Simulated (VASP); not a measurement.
Wanted: the native input for a VASP 6.6.1 run.

```yaml
Task: single point
Functional: PBE
Potentials_or_basis: VASP PAW PBE potentials, release 64 (Hf_pv, N)
Cutoff: 520 eV
k_mesh: 16 × 16 × 16
Occupations: gaussian, width 0.15 eV
Spin: no spin polarisation
Dipole_correction: no
Further_INCAR_settings: ALGO = Normal; EDIFF = 1e-07; NBANDS = 14
```

The structure of HfN lies in POSCAR:

```
HfN
1.0
    0.0000000000      2.2738140414      2.2738140414
    2.2738140414      0.0000000000      2.2738140414
    2.2738140414      2.2738140414      0.0000000000
Hf N
1 1
Direct
   -0.0006695498      0.0013390996      0.0006695498
    0.5085319202      0.4829361596      0.4914680798
```

This cell differs from its parent crystal: mode 4 frozen in at -0.058 Å and mode 6 at -0.019 Å (largest displacements).

The input as run:

INCAR

```
PREC     = Accurate       # precision mode
ENCUT    = 520            # plane-wave cutoff, eV
EDIFF    = 1E-7           # SCF threshold, eV
ISMEAR   = 0              # smearing method
SIGMA    = 0.15           # smearing width, eV
LREAL    = False          # projectors in reciprocal space
LASPH    = True           # aspherical terms in the spheres
NELM     = 100            # most SCF steps
ALGO     = Normal         # electronic algorithm
ISIF     = 2              # what is computed and relaxed
LWAVE    = False          # write WAVECAR
LCHARG   = False          # write CHGCAR
GGA      = PE             # functional
NBANDS   = 14             # bands
```

KPOINTS

```
regular mesh
0
Gamma
  16 16 16
```

Potentials or basis: VASP PAW PBE potentials, release 64 (Hf_pv, N).

Launch:

```bash
$ cat potpaw_PBE.64/Hf_pv/POTCAR potpaw_PBE.64/N/POTCAR > POTCAR
$ mpirun -np 1 vasp_std > vasp.out
```

It gave:

```yaml
Pressure: -1.7 GPa
Largest_force: 0.724 eV/Å
```

Caveat: the cell differs from its parent crystal (mode 4 frozen in at -0.058 Å and mode 6 at -0.019 Å (largest displacements)).

Wall time 2.9 min on 1 thread of Intel Xeon 6975P-C, on a shared host, peak memory 0.46 GiB.
